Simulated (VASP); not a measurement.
# Lu2Bi2Te (R-3m) in VASP: single point with r2SCAN

Aim: the single point of Lu2Bi2Te with r2SCAN.

Program: VASP 6.6.1. These are calculated values, not measurements. Logs are shortened: lines on timing, memory, paths and dates and some standing lists are left out, and cuts for length are marked.

## 1. The cell of the first run

The structure is trigonal, space group R-3m (No. 166). Conventional cell: a = 3.421 Å, b = 3.421 Å, c = 40.157 Å, α = 90.00°, β = 90.00°, γ = 120.00°. Within 4.3 Å of Bi (site symmetry 3m) lie 3 Lu at 3.24 Å and 3 Te at 3.42 Å and 6 Bi at 3.42 Å. Lu (site symmetry 3m) has 3 Bi at 3.24 Å and 9 Lu at 3.33 to 3.42 Å within 4.3 Å. Te (site symmetry -3m) has 6 Bi at 3.42 Å and 6 Te at 3.42 Å within 4.5 Å.

## 2. Single point, r2SCAN

POSCAR reads:

```
Lu2Bi2Te
1.0
    3.4210341108      0.0000000000      0.0000000000
   -1.7105170554      2.9627024472     -0.0000000503
   -1.7105170554      0.9875677098     13.3855058631
Bi Lu Te
2 2 1
Direct
    0.4027776340      0.5972223660      0.2083329021
    0.5972223660      0.4027776340      0.7916670979
    0.2000203951      0.7999796049      0.6000611853
    0.7999796049      0.2000203951      0.3999388147
    0.0000000000      0.0000000000      0.0000000000
```

INCAR.step1 reads:

```
  PREC = Accurate
  ENCUT = 520
  ISMEAR = -1
  SIGMA = 0.0223
  LREAL = F
  LASPH = T
  NELM = 100
  NBANDS = 51
  GGA = PE
  ALGO = Normal
  EDIFF = 1E-4
  LWAVE = T
  LCHARG = F
```

INCAR.step2 reads:

```
  PREC = Accurate
  ENCUT = 520
  EDIFF = 1E-6
  ISMEAR = -1
  SIGMA = 0.0223
  LREAL = F
  LASPH = T
  NELM = 100
  ALGO = Normal
  ISIF = 2
  LWAVE = F
  LCHARG = T
  METAGGA = R2SCAN
  LMIXTAU = T
  LELF = T
  LVHAR = T
  NBANDS = 51
  ISTART = 1
```

KPOINTS reads:

```
Automatic mesh
0
Gamma
  6 6 6
```

Potentials or basis: VASP PAW PBE potentials, release 64 (Bi_d, Lu, Te).

Command:

```sh
> cat potpaw_PBE.64/Bi_d/POTCAR potpaw_PBE.64/Lu/POTCAR potpaw_PBE.64/Te/POTCAR > POTCAR
> cp INCAR.step1 INCAR
> mpirun -np 1 vasp_std > vasp.out
> cp INCAR.step2 INCAR
> mpirun -np 1 vasp_std > vasp.out
```

OUTCAR:

```text
PREC = Accurate
   ENCUT = 520
   EDIFF = 1E-6
   ISMEAR = -1
   LREAL = F
   LASPH = T
   NELM = 100
   ISIF = 2
   METAGGA = R2SCAN
   ISTART = 1

 ion  position               nearest neighbor table
   1  0.403  0.597  0.208-   4 3.24   4 3.24   4 3.24   5 3.42   5 3.42   5 3.42
   2  0.597  0.403  0.792-   3 3.24   3 3.24   3 3.24   5 3.42   5 3.42   5 3.42
   3  0.200  0.800  0.600-   2 3.24   2 3.24   2 3.24   4 3.33   4 3.33   4 3.33
   4  0.800  0.200  0.400-   1 3.24   1 3.24   1 3.24   3 3.33   3 3.33   3 3.33
   5  0.000  0.000  0.000-   1 3.42   2 3.42   2 3.42   1 3.42   2 3.42   1 3.42

  LATTYP: Found a trigonal (rhomboedric) cell.
 ALAT       =    13.5304444047
 COS(alpha) =     0.9680360317

  Lattice vectors:

 A1 = (   0.0000000000,  -1.9751347374,  13.3855059134)
 A2 = (   1.7105170554,   0.9875677098,  13.3855058631)
 A3 = (  -1.7105170554,   0.9875677098,  13.3855058631)

Analysis of symmetry for initial positions (statically):
=====================================================================
 Subroutine PRICEL returns:
 Original cell was already a primitive cell.

 Routine SETGRP: Setting up the symmetry group for a
 trigonal (rhombohedral) supercell.

 Subroutine GETGRP returns: Found 12 space group operations
 (whereof 12 operations were pure point group operations)
 out of a pool of 12 trial point group operations.

The static configuration has the point symmetry D_3d.

Analysis of symmetry for dynamics (positions and initial velocities):
=====================================================================
 Subroutine PRICEL returns:
 Original cell was already a primitive cell.

 Routine SETGRP: Setting up the symmetry group for a
 trigonal (rhombohedral) supercell.

 Subroutine GETGRP returns: Found 12 space group operations
 (whereof 12 operations were pure point group operations)
 out of a pool of 12 trial point group operations.

The dynamic configuration has the point symmetry D_3d.

 Subroutine INISYM returns: Found 12 space group operations
 (whereof 12 operations are pure point group operations),
 and found     1 'primitive' translations

----------------------------------------------------------------------------------------

                                     Primitive cell

  volume of cell :     135.6689

  direct lattice vectors                    reciprocal lattice vectors
     3.421034111  0.000000000  0.000000000     0.292309275  0.168764839  0.024902555
    -1.710517055  2.962702447 -0.000000050     0.000000000  0.337529677 -0.024902563
    -1.710517055  0.987567710 13.385505863     0.000000000  0.000000001  0.074707673

  length of vectors
     3.421034111  3.421034111 13.530444405     0.338447072  0.338447072  0.074707673

  position of ions in fractional coordinates (direct lattice)
     0.402777634  0.597222366  0.208332902
     0.597222366  0.402777634  0.791667098
     0.200020395  0.799979605  0.600061185
     0.799979605  0.200020395  0.399938815
     0.000000000  0.000000000  0.000000000

  ion indices of the primitive-cell ions
   primitive index   ion index
                 1           1
                 2           2
                 3           3
                 4           4
                 5           5

----------------------------------------------------------------------------------------

 KPOINTS: Automatic mesh

Automatic generation of k-mesh.
 Grid dimensions read from file:
 generate k-points for:    6    6    6

 Generating k-lattice:

  Cartesian coordinates                     Fractional coordinates (reciprocal lattice)
     0.048718212  0.028127473  0.004150426     0.166666667 -0.000000000 -0.000000000
     0.000000000  0.056254946 -0.004150427     0.000000000  0.166666667 -0.000000000
     0.000000000  0.000000000  0.012451279     0.000000000  0.000000000  0.166666667

  Length of vectors
     0.056407845  0.056407845  0.012451279

  Shift w.r.t. Gamma in fractional coordinates (k-lattice)
     0.000000000  0.000000000  0.000000000

 Subroutine IBZKPT returns following result:
 ===========================================

 Found     32 irreducible k-points:

 Following reciprocal coordinates:
            Coordinates               Weight
  0.000000  0.000000  0.000000      1.000000
  0.166667  0.000000  0.000000      6.000000
  0.333333  0.000000  0.000000      6.000000
  0.500000 -0.000000  0.000000      3.000000
  0.166667  0.166667  0.000000      6.000000
  0.333333  0.166667  0.000000     12.000000
[... 16 lines left out ...]
  0.500000  0.500000  0.166667      6.000000
  0.166667 -0.333333  0.166667     12.000000
 [... further k-points ...]
   k-points           NKPTS =     32   k-points in BZ     NKDIM =     32   number of bands    NBANDS=     51
   number of dos      NEDOS =    301   number of ions     NIONS =      5
   total plane-waves  NPLWV =  84672
   dimension x,y,z NGX =    28 NGY =   28 NGZ =  108
   dimension x,y,z NGXF=    56 NGYF=   56 NGZF=  216
   ions per type =               2   2   1
   NGX,Y,Z   is equivalent  to a cutoff of  13.61, 13.61, 13.27 a.u.
   NGXF,Y,Z  is equivalent  to a cutoff of  27.21, 27.21, 26.54 a.u.
 SYSTEM =  unknown system
   PREC   = accura    normal or accurate (medium, high low for compatibility)
   ISTART =      1    job   : 0-new  1-cont  2-samecut
   ICHARG =      0    charge: 1-file 2-atom 10-const
   ISPIN  =      1    spin polarized calculation?
   LNONCOLLINEAR =      F non collinear calculations
   LSORBIT =      F    spin-orbit coupling
   LASPH  =      T    aspherical Exc in radial PAW
   ENCUT  =  520.0 eV  38.22 Ry    6.18 a.u.   6.36  6.36 25.16*2*pi/ulx,y,z
   NELM   =    100;   NELMIN=  2; NELMDL=  0     # of ELM steps
   EDIFF  = 0.1E-05   stopping-criterion for ELM
   LREAL  =      F    real-space projection
   EDIFFG = 0.1E-04   stopping-criterion for IOM
   NSW    =      0    number of steps for IOM
   IBRION =     -1    ionic relax: 0-MD 1-quasi-New 2-CG
   NFREE  =      0    steps in history (QN), initial steepest desc. (CG)
   ISIF   =      2    stress and relaxation
   ISYM   =      2    0-nonsym 1-usesym 2-fastsym
   POTIM  = 0.5000    time-step for ionic-motion
   TEBEG  =    0.0;   TEEND  =   0.0 temperature during run
   PSTRESS=    0.0 pullay stress
   NELECT =      86.0000    total number of electrons
   NUPDOWN=      -1.0000    fix difference up-down
   EMIN   =  10.00;   EMAX   =-10.00  energy-range for DOS
   EFERMI =   0.00;   METHOD = LEGACY
   ISMEAR =    -1;   SIGMA  =   0.02  broadening in eV -4-tet -1-fermi 0-gaus
   EFERMI_NEDOS =   21; number of points for ismear=-14 and -15
   IALGO  =     38    algorithm
   IMIX   =      4    mixing-type and parameters
     AMIX     =   0.40;   BMIX     =  1.00
     AMIX_MAG =   1.60;   BMIX_MAG =  1.00
  volume/ion in A,a.u.               =      27.13       183.11
  Fermi-wavevector in a.u.,A,eV,Ry     =   1.406309  2.657540 26.908329  1.977706
  Thomas-Fermi vector in A             =   2.528683
   LORBIT       =      0    0 simple, 1 ext, 2 COOP (PROOUT), +10 PAW based schemes
   METAGGA = R2SCAN    functional components
   LHFCALC =     F    Hartree Fock is set to
   AEXX    =    0.0000 exact exchange contribution
   IVDW    =     0    specifies the selected vdW correction
   LEPSILON=     F    determine dielectric tensor
   LRPA    =     F    only Hartree local field effects (RPA)
 non-spin polarized calculation
  energy-cutoff  :      520.00
  volume of cell :      135.67
 maximum number of plane-waves:      3681
 NGX is ok and might be reduce to    28
   NGX = 13   NGY = 13   NGZ = 51

 number of electron      86.0000009 magnetization

 Free energy of the ion-electron system (eV)
  ---------------------------------------------------
  ext. energy  EPLUGINS =         0.00000000
  ---------------------------------------------------
  free energy    TOTEN  =      -218.32974590 eV

  energy without entropy =     -218.31864076  energy(sigma->0) =     -218.32419333

 E-fermi :   6.3897     XC(G=0): -11.6897

 val. band max:        6.3812818088   @ k =   0.3333   0.3333   0.0000
 cond. band min:       6.4240096798   @ k =   0.3333   0.5000   0.1667
 fundamental gap:      0.0427278710
 Fermi energy:         6.3897499611

 k-point     1 :       0.0000    0.0000    0.0000
  band No.  band energies     occupation
      1     -51.4121      2.00000
      2     -51.3863      2.00000
      3     -21.6753      2.00000
      4     -21.3317      2.00000
      5     -21.2185      2.00000
      6     -21.2184      2.00000
[... 43 lines left out ...]
     50      11.0910      0.00000
     51      11.0910      0.00000

 k-point     2 :       0.1667    0.0000    0.0000
  band No.  band energies     occupation
      1     -51.4045      2.00000
      2     -51.3817      2.00000
      3     -21.6452      2.00000
      4     -21.3858      2.00000
      5     -21.2835      2.00000
      6     -21.2675      2.00000
[... 43 lines left out ...]
     50       9.7551      0.00000
     51      10.9229      0.00000

 k-point     3 :       0.3333    0.0000    0.0000
  band No.  band energies     occupation
      1     -51.3884      2.00000
      2     -51.3735      2.00000
      3     -21.6173      2.00000
      4     -21.5761      2.00000
      5     -21.4350      2.00000
      6     -21.3182      2.00000
[... 43 lines left out ...]
     50      10.1461      0.00000
     51      10.2322      0.00000
[... 1027 lines left out ...]
 k-point    23 :       0.5000    0.5000    0.1667
  band No.  band energies     occupation
      1     -51.3791      2.00000
      2     -51.3706      2.00000
      3     -21.6868      2.00000
      4     -21.6562      2.00000
      5     -21.4309      2.00000
      6     -21.3488      2.00000
[... 43 lines left out ...]
     50      10.3115      0.00000
     51      10.6736      0.00000

 k-point    24 :       0.1667   -0.3333    0.1667
  band No.  band energies     occupation
      1     -51.3926      2.00000
      2     -51.3754      2.00000
      3     -21.6094      2.00000
      4     -21.4989      2.00000
      5     -21.4187      2.00000
      6     -21.3055      2.00000
[... 43 lines left out ...]
     50       9.8773      0.00000
     51      10.3897      0.00000

 [... further k-points ...]
[... 5 lines left out ...]
  --------------------------------------------------------------------------------------
  -------------------------------------------------------------------------------------
  Total        4.3542965      4.3542965      4.3911905     -0.0000000      0.0000000      0.0000000
  in kB       51.4219273     51.4219273     51.8576265     -0.0000000      0.0000000      0.0000000
  external PRESSURE =      51.5671603 kB  Pullay stress =       0.0000000 kB

 VOLUME and BASIS-vectors are now :
 -----------------------------------------------------------------------------
  energy-cutoff  :      520.00
  volume of cell :      135.67
      direct lattice vectors                 reciprocal lattice vectors
     3.421034111  0.000000000  0.000000000     0.292309275  0.168764839  0.024902555
    -1.710517055  2.962702447 -0.000000050     0.000000000  0.337529677 -0.024902563
    -1.710517055  0.987567710 13.385505863     0.000000000  0.000000001  0.074707673

 POSITION                                       TOTAL-FORCE (eV/Angst)
 -----------------------------------------------------------------------------------
     -0.00000      1.97514      2.78864         0.000000     -0.000000     -0.022385
      0.00000      1.97514     10.59686        -0.000000      0.000000      0.022385
     -1.71052      2.96270      8.03212        -0.000000      0.000000      0.025759
      1.71052      0.98757      5.35338         0.000000     -0.000000     -0.025759
      0.00000      0.00000      0.00000        -0.000000      0.000000      0.000000
 -----------------------------------------------------------------------------------
    total drift:                                0.000000      0.000000      0.000000

  FREE ENERGIE OF THE ION-ELECTRON SYSTEM (eV)
  ---------------------------------------------------
  free  energy   TOTEN  =      -218.3297459015 eV

  energy  without entropy=     -218.3186407563  energy(sigma->0) =     -218.32419333
```

Run time: 12 min. Hardware: 1 thread of Intel Xeon 6975P-C (Granite Rapids), shared host; peak memory 0.44 GiB.

Results:

```
Free energy            : -218.3297 eV
Pressure               : 5.2 GPa
Largest force          : 0.026 eV/Å
Band gap on the k mesh : zero (bands 43 and 44 overlap by 2.96 eV)
```

Forces on the atoms (eV/Å):
```
Bi   0.000  0.000 -0.022
Bi   0.000  0.000  0.022
Lu   0.000  0.000  0.026
Lu   0.000  0.000 -0.026
Te   0.000  0.000  0.000
```

Caveat: the cell stands under pressure; the PAW data sets were made with another functional, which shifts forces and pressure a little; spin-orbit coupling is left out, which moves the levels of the heavy elements.

The gap in the log of VASP goes by the Fermi energy; the results here count the filled bands.